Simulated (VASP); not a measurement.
Wanted: the native input for a VASP 6.6.1 run.

```yaml
Task: single point
Functional: PBE
Potentials_or_basis: VASP PAW PBE potentials, release 64 (C_h, O_h)
Cutoff: 1340 eV
k_mesh: 4 × 4 × 4
Occupations: gaussian, width 0.05 eV
Spin: no spin polarisation
Dipole_correction: no
Further_INCAR_settings: ALGO = Normal; EDIFF = 1e-06; NBANDS = 44
```

The structure of CO2 lies in POSCAR:

```
CO2
1.0
    6.2456908964      0.0000000000      0.0000000000
    0.0000000000      6.2456908964      0.0000000000
    0.0000000000      0.0000000000      6.2456908964
C O
4 8
Direct
    0.0000000000      0.0000000000      0.0000000000
    0.5000000000      0.0000000000      0.5000000000
    0.5000000000      0.5000000000      0.0000000000
    0.0000000000      0.5000000000      0.5000000000
    0.1114834447      0.1114834447      0.1114834447
    0.3885165553      0.8885165553      0.6114834447
    0.6114834447      0.3885165553      0.8885165553
    0.8885165553      0.6114834447      0.3885165553
    0.8885165553      0.8885165553      0.8885165553
    0.6114834447      0.1114834447      0.3885165553
    0.3885165553      0.6114834447      0.1114834447
    0.1114834447      0.3885165553      0.6114834447
```

The input as run:

INCAR

```
  PREC = Accurate
  ENCUT = 1340
  EDIFF = 1E-6
  ISMEAR = 0
  SIGMA = 0.05
  LREAL = False
  LASPH = True
  NELM = 120
  ALGO = Normal
  ISIF = 2
  LWAVE = False
  LCHARG = True
  GGA = PE
  LELF = True
  LVHAR = True
  NBANDS = 44
  GGA_COMPAT = False
```

KPOINTS

```
regular mesh
0
Gamma
  4 4 4
```

Potentials or basis: VASP PAW PBE potentials, release 64 (C_h, O_h).

Run with:

```console
$ cat potpaw_PBE.64/C_h/POTCAR potpaw_PBE.64/O_h/POTCAR > POTCAR
$ mpirun -np 1 vasp_std > vasp.out
```

It gave:

| Item | Value |
| --- | --- |
| Pressure | -7.2 GPa |
| Largest force | 3.265 eV/Å |
| Band gap on the k mesh | 6.35 eV |

Caveat: the cell stands under tension; this functional lacks dispersion, which holds the molecules together, so the pressure and a relaxed volume are unreliable; forces of over 1 eV/Å act on the atoms, so gaps and moduli don't describe the material at rest.

Wall time 16 min on 1 thread of Intel(R) Xeon(R) Platinum 8259CL CPU @ 2.50GHz (Skylake/Cascade Lake), with other jobs on the host, peak memory 1.1 GiB.
